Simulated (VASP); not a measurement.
Wanted: the native input for a VASP 6.6.1 run.

| Quantity | Value |
| --- | --- |
| Task | relaxation of cell and atoms |
| Functional | r2SCAN |
| Potentials or basis | VASP PAW PBE potentials, release 64 (B, P) |
| Cutoff | 600 eV |
| k mesh | 8 × 8 × 8 |
| Occupations | fermi-dirac, width 0.02 eV |
| Spin | no spin polarisation |
| Dipole correction | no |
| Further INCAR settings | ALGO = Normal; EDIFF = 1e-06; IBRION = 2; EDIFFG = -0.005; NSW = 80; ISIF = 3 |

Crystal: BP.

```xyz
2
Lattice="0.0000 2.2742 2.2742 2.2742 0.0000 2.2742 2.2742 2.2742 0.0000" Properties=species:S:1:pos:R:3 pbc="T T T"
B     0.0000    0.0000    0.0000
P     1.1371    1.1371    1.1371
```

One way to write it, as run:

POSCAR

```
BP
1.0
    0.0000000000      2.2741914336      2.2741914336
    2.2741914336      0.0000000000      2.2741914336
    2.2741914336      2.2741914336      0.0000000000
B P
1 1
Direct
    0.0000000000      0.0000000000      0.0000000000
    0.2500000000      0.2500000000      0.2500000000
```

INCAR.step1

```
ALGO     = Normal         # electronic algorithm
EDIFF    = 1E-4           # SCF threshold, eV
ENCUT    = 600            # plane-wave cutoff, eV
GGA      = PE             # functional
ISMEAR   = -1             # smearing method
LASPH    = True           # aspherical terms in the spheres
LCHARG   = False          # write CHGCAR
LREAL    = False          # projectors in reciprocal space
LWAVE    = True           # write WAVECAR
NELM     = 100            # most SCF steps
PREC     = Accurate       # precision mode
SIGMA    = 0.02           # smearing width, eV
```

INCAR.step2

```
ALGO     = Normal         # electronic algorithm
EDIFF    = 1E-6           # SCF threshold, eV
EDIFFG   = -0.005         # ionic threshold
ENCUT    = 600            # plane-wave cutoff, eV
IBRION   = 2              # ionic algorithm
ISIF     = 3              # what is computed and relaxed
ISMEAR   = -1             # smearing method
ISTART   = 1            
LASPH    = True           # aspherical terms in the spheres
LCHARG   = False          # write CHGCAR
LMIXTAU  = True         
LREAL    = False          # projectors in reciprocal space
LWAVE    = False          # write WAVECAR
METAGGA  = R2SCAN         # meta-GGA
NELM     = 100            # most SCF steps
NSW      = 80             # ionic steps
PREC     = Accurate       # precision mode
SIGMA    = 0.02           # smearing width, eV
```

KPOINTS

```
k-points
0
Gamma
  8 8 8
```

Potentials or basis: VASP PAW PBE potentials, release 64 (B, P).

Launch:

```console
$ cat potpaw_PBE.64/B/POTCAR potpaw_PBE.64/P/POTCAR > POTCAR
$ cp INCAR.step1 INCAR
$ mpirun -np 1 vasp_std > vasp.out
$ cp INCAR.step2 INCAR
$ mpirun -np 1 vasp_std > vasp.out
```

Results of the run:

```
Relaxed volume                        : 11.64 Å³/atom
Relaxed cell                          : a = 3.205 Å, b = 3.205 Å, c = 3.205 Å, α = 60.00°, β = 60.00°, γ = 60.00°
Space group after relaxing (to 0.1 Å) : F-43m (No. 216)
Energy gained by relaxing             : 0.7 meV/atom
Ionic steps                           : 3
Pressure after relaxing               : 0.0 GPa
Band gap on the k mesh                : 1.47 eV (least direct gap 3.65 eV)
```

Caveat: the PAW data sets were made with another functional, which shifts forces and pressure a little.

Run time: 63 s on 1 thread of Intel(R) Xeon(R) Platinum 8488C (Sapphire Rapids), with other jobs on the host, peak memory 0.16 GiB.
